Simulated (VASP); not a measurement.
# Na4Au (P-6m2) in VASP: relaxation of cell and atoms with PBE

Aim: the relaxation of cell and atoms of Na4Au with PBE.

Program: VASP 6.6.1. These are calculated values, not measurements. Logs are shortened: lines on timing, memory, paths and dates and some standing lists are left out, and cuts for length are marked.

### Step 1. The cell of the first run

It takes space group P-6m2 (No. 187, hexagonal). The conventional cell has a = 4.815 Å, b = 4.815 Å, c = 9.775 Å, α = 90.00°, β = 90.00°, γ = 120.00°. Within 3.7 Å of Na (site symmetry -6m2) lie 3 Na at 2.78 Å. Na (site symmetry -6m2) has 5 Na at 2.78 to 3.33 Å within 3.7 Å. Na (site symmetry 3m) has 2 Na at 3.11 to 3.33 Å and 3 Au at 3.18 Å within 4.1 Å. Au (site symmetry -6m2) has 6 Na at 3.18 Å within 4.2 Å.

The cell was generated, and may not be a known phase.

### Step 2. Relaxation of cell and atoms, PBE

File INCAR:

```
PREC     = Accurate       # precision mode
ENCUT    = 600            # plane-wave cutoff, eV
EDIFF    = 1E-7           # SCF threshold, eV
ISMEAR   = 0              # smearing method
SIGMA    = 0.1            # smearing width, eV
LREAL    = False          # projectors in reciprocal space
LASPH    = True           # aspherical terms in the spheres
NELM     = 80             # most SCF steps
ALGO     = Fast           # electronic algorithm
ISIF     = 3              # what is computed and relaxed
LWAVE    = False          # write WAVECAR
LCHARG   = False          # write CHGCAR
GGA      = PE             # functional
IBRION   = 2              # ionic algorithm
NSW      = 100            # ionic steps
EDIFFG   = -0.01          # ionic threshold
```

File KPOINTS:

```
regular mesh
0
Gamma
  12 12 4
```

File POSCAR:

```
Na4Au
1.0
    4.8154245614      0.0000000000      0.0000000000
   -2.4077122807      4.1702800002      0.0000000000
    0.0000000000      0.0000000000      9.7746858399
Na Au
4 1
Direct
    0.3333333333      0.6666666667      0.0000000000
    0.6666666667      0.3333333333      0.0000000000
    0.6666666667      0.3333333333      0.6588989928
    0.6666666667      0.3333333333      0.3411010072
    0.3333333333      0.6666666667      0.5000000000
```

Potentials or basis: VASP PAW PBE potentials, release 64 (Na_pv, Au).

Started as:

```
> cat potpaw_PBE.64/Na_pv/POTCAR potpaw_PBE.64/Au/POTCAR > POTCAR
> mpirun -np 1 vasp_std > vasp.out
```

OUTCAR:

```text
PREC = Accurate
   ENCUT = 600
   EDIFF = 1E-7
   ISMEAR = 0
   LREAL = False
   LASPH = True
   NELM = 80
   ISIF = 3
   GGA = PE
   IBRION = 2
   NSW = 100
   EDIFFG = -0.01

 ion  position               nearest neighbor table
   1  0.333  0.667  0.000-   2 2.78   2 2.78   2 2.78
   2  0.667  0.333  0.000-   1 2.78   1 2.78   1 2.78
   3  0.667  0.333  0.659-   5 3.18   5 3.18   5 3.18
   4  0.667  0.333  0.341-   5 3.18   5 3.18   5 3.18
   5  0.333  0.667  0.500-   3 3.18   4 3.18   3 3.18   4 3.18   3 3.18   4 3.18

  LATTYP: Found a hexagonal cell.
 ALAT       =     4.8154245614
 C/A-ratio  =     2.0298699970

  Lattice vectors:

 A1 = (   4.8154245614,   0.0000000000,   0.0000000000)
 A2 = (  -2.4077122807,   4.1702800002,   0.0000000000)
 A3 = (   0.0000000000,   0.0000000000,   9.7746858399)

Analysis of symmetry for initial positions (statically):
=====================================================================
 Subroutine PRICEL returns:
 Original cell was already a primitive cell.

 Routine SETGRP: Setting up the symmetry group for a
 hexagonal supercell.

 Subroutine GETGRP returns: Found 12 space group operations
 (whereof 12 operations were pure point group operations)
 out of a pool of 24 trial point group operations.

The static configuration has the point symmetry D_3h.

Analysis of symmetry for dynamics (positions and initial velocities):
=====================================================================
 Subroutine PRICEL returns:
 Original cell was already a primitive cell.

 Routine SETGRP: Setting up the symmetry group for a
 hexagonal supercell.

 Subroutine GETGRP returns: Found 12 space group operations
 (whereof 12 operations were pure point group operations)
 out of a pool of 24 trial point group operations.

The dynamic configuration has the point symmetry D_3h.

 Subroutine INISYM returns: Found 12 space group operations
 (whereof 12 operations are pure point group operations),
 and found     1 'primitive' translations

----------------------------------------------------------------------------------------

                                     Primitive cell

  volume of cell :     196.2920

  direct lattice vectors                    reciprocal lattice vectors
     4.815424561  0.000000000  0.000000000     0.207666009  0.119896026  0.000000000
[... 101 lines left out ...]
   TEBEG  =    0.0;   TEEND  =   0.0 temperature during run
   PSTRESS=    0.0 pullay stress
   NELECT =      39.0000    total number of electrons
   NUPDOWN=      -1.0000    fix difference up-down
   EMIN   =  10.00;   EMAX   =-10.00  energy-range for DOS
   EFERMI =   0.00;   METHOD = LEGACY
   ISMEAR =     0;   SIGMA  =   0.10  broadening in eV -4-tet -1-fermi 0-gaus
   EFERMI_NEDOS =   21; number of points for ismear=-14 and -15
   IALGO  =     68    algorithm
   IMIX   =      4    mixing-type and parameters
     AMIX     =   0.40;   BMIX     =  1.00
     AMIX_MAG =   1.60;   BMIX_MAG =  1.00
  volume/ion in A,a.u.               =      39.26       264.93
  Fermi-wavevector in a.u.,A,eV,Ry     =   0.955276  1.805210 12.416025  0.912552
  Thomas-Fermi vector in A             =   2.084099
   LORBIT       =      0    0 simple, 1 ext, 2 COOP (PROOUT), +10 PAW based schemes
   GGA     = PE    functional components
   LHFCALC =     F    Hartree Fock is set to
   AEXX    =    0.0000 exact exchange contribution
   IVDW    =     0    specifies the selected vdW correction
   LEPSILON=     F    determine dielectric tensor
   LRPA    =     F    only Hartree local field effects (RPA)
 conjugate gradient relaxation of ions
 non-spin polarized calculation
 RMM-DIIS sequential band-by-band and
 Gauss-broadening in eV      SIGMA  =   0.10
  energy-cutoff  :      600.00
  volume of cell :      196.29
 maximum number of plane-waves:      6640
 NGX is ok and might be reduce to    40
   NGX = 19   NGY = 19   NGZ = 39

--------------------------------------- Ionic step        1  -------------------------------------------

 number of electron      39.0000012 magnetization

 Free energy of the ion-electron system (eV)
  ---------------------------------------------------
  ext. energy  EPLUGINS =         0.00000000
  ---------------------------------------------------
  free energy    TOTEN  =        -7.46892050 eV

  energy without entropy =       -7.45731106  energy(sigma->0) =       -7.46311578

------------------------ aborting loop because EDIFF is reached ----------------------------------------

  FORCE on cell =-STRESS in cart. coord.  units (eV):
  Direction    XX          YY          ZZ          XY          YZ          ZX
  --------------------------------------------------------------------------------------
  -------------------------------------------------------------------------------------
  Total       -0.0680997     -0.0680997      0.2458110      0.0000000      0.0000000      0.0000000
  in kB       -0.5558446     -0.5558446      2.0063617      0.0000000      0.0000000      0.0000000
  external PRESSURE =       0.2982242 kB  Pullay stress =       0.0000000 kB
[... 143 lines left out ...]
--------------------------------------- Ionic step        5  -------------------------------------------

 number of electron      39.0000009 magnetization

 Free energy of the ion-electron system (eV)
  ---------------------------------------------------
  ext. energy  EPLUGINS =         0.00000000
  ---------------------------------------------------
  free energy    TOTEN  =        -7.47087640 eV

  energy without entropy =       -7.45912727  energy(sigma->0) =       -7.46500184

 E-fermi :   0.5025     XC(G=0):  -6.5100

 val. band max:        0.4782837950   @ k =   0.3333   0.3333   0.5000
 cond. band min:       0.5136595435   @ k =   0.1667   0.1667   0.2500
 fundamental gap:      0.0353757485
 Fermi energy:         0.5024830236

 k-point     1 :       0.0000    0.0000    0.0000
  band No.  band energies     occupation
      1     -25.1769      2.00000
      2     -25.1769      2.00000
      3     -25.0581      2.00000
      4     -24.9993      2.00000
      5     -24.9873      2.00000
      6     -24.9873      2.00000
[... 613 lines left out ...]
     22       1.8168      0.00000
     23       2.9641      0.00000

 [... further k-points ...]

------------------------ aborting loop because EDIFF is reached ----------------------------------------

  FORCE on cell =-STRESS in cart. coord.  units (eV):
  Direction    XX          YY          ZZ          XY          YZ          ZX
  --------------------------------------------------------------------------------------
  -------------------------------------------------------------------------------------
  Total       -0.0066994     -0.0066994     -0.0059151      0.0000000      0.0000000      0.0000000
  in kB       -0.0543341     -0.0543341     -0.0479733      0.0000000      0.0000000      0.0000000
  external PRESSURE =      -0.0522138 kB  Pullay stress =       0.0000000 kB
[... 20 lines left out ...]
  FREE ENERGIE OF THE ION-ELECTRON SYSTEM (eV)
  ---------------------------------------------------
  free  energy   TOTEN  =        -7.4708763994 eV

  energy  without entropy=       -7.4591272711  energy(sigma->0) =       -7.46500184

 reached required accuracy - stopping structural energy minimisation
```

Wall time 28 min (1 thread of Intel Xeon 8259CL, shared host); peak memory 0.57 GiB.

Results:

* Free energy: -7.4709 eV
* Relaxed volume: 39.51 Å³/atom
* Relaxed cell: a = 4.796 Å, b = 4.796 Å, c = 9.917 Å, α = 90.00°, β = 90.00°, γ = 120.00°
* Space group after relaxing (to 0.1 Å): P-6m2 (No. 187)
* Energy gained by relaxing: 0.4 meV/atom
* Ionic steps: 5
* Pressure after relaxing: 0.0 GPa
* Largest force after relaxing: 0.009 eV/Å
* Band gap on the k mesh: zero (an odd number of electrons rules out a gap without spin polarisation)

Forces on the atoms (eV/Å):
```
Na   0.000  0.000  0.000
Na   0.000  0.000  0.000
Na   0.000  0.000 -0.009
Na   0.000  0.000  0.009
Au   0.000  0.000  0.000
```

Step by step:
| step | energy change (eV) | largest force (eV/Å) | pressure (GPa) | volume (Å³) |
| --- | --- | --- | --- | --- |
| 1 | 0.0000 | 0.0050 | 0.03 | 196.29 |
| 2 | -0.0006 | 0.0054 | 0.03 | 196.50 |
| 3 | -0.0017 | 0.0073 | 0.01 | 197.11 |
| 4 | -0.0012 | 0.0107 | -0.03 | 198.32 |
| 5 | -0.0020 | 0.0087 | -0.01 | 197.55 |

Final structure:
```cif
data_structure
_symmetry_space_group_name_H-M 'P 1'
_symmetry_Int_Tables_number 1
_cell_length_a 4.7959
_cell_length_b 4.7959
_cell_length_c 9.9174
_cell_angle_alpha 90.000
_cell_angle_beta 90.000
_cell_angle_gamma 120.000
_cell_volume 197.55
loop_
_atom_site_label
_atom_site_type_symbol
_atom_site_fract_x
_atom_site_fract_y
_atom_site_fract_z
_atom_site_occupancy
Na1 Na 0.33333 0.66667 0.00000 1
Na2 Na 0.66667 0.33333 0.00000 1
Na3 Na 0.66667 0.33333 0.65875 1
Na4 Na 0.66667 0.33333 0.34125 1
Au1 Au 0.33333 0.66667 0.50000 1
```

Levels at points of the mesh, in eV from the Fermi level:
| k point | band 16 | band 17 | band 18 | band 19 | band 20 | band 21 | band 22 | band 23 |
| --- | --- | --- | --- | --- | --- | --- | --- | --- |
| (0.00, 0.00, 0.00) | -3.36 | -3.30 | -3.30 | -2.36 | -1.12 | 2.67 | 3.15 | 4.49 |
| (0.50, 0.00, 0.00) | -3.27 | -3.26 | -2.58 | -0.85 | -0.25 | 0.32 | 0.79 | 1.42 |
| (0.00, 0.00, 0.50) | -3.30 | -3.30 | -3.30 | -2.76 | 0.06 | 0.56 | 4.63 | 4.63 |
| (0.50, 0.00, 0.50) | -3.27 | -3.25 | -2.56 | -0.69 | -0.38 | -0.36 | 1.87 | 2.34 |

Caveat: spin-orbit coupling is left out, which moves the levels of the heavy elements.

The gap in the log of VASP goes by the Fermi energy; the results here count the filled bands.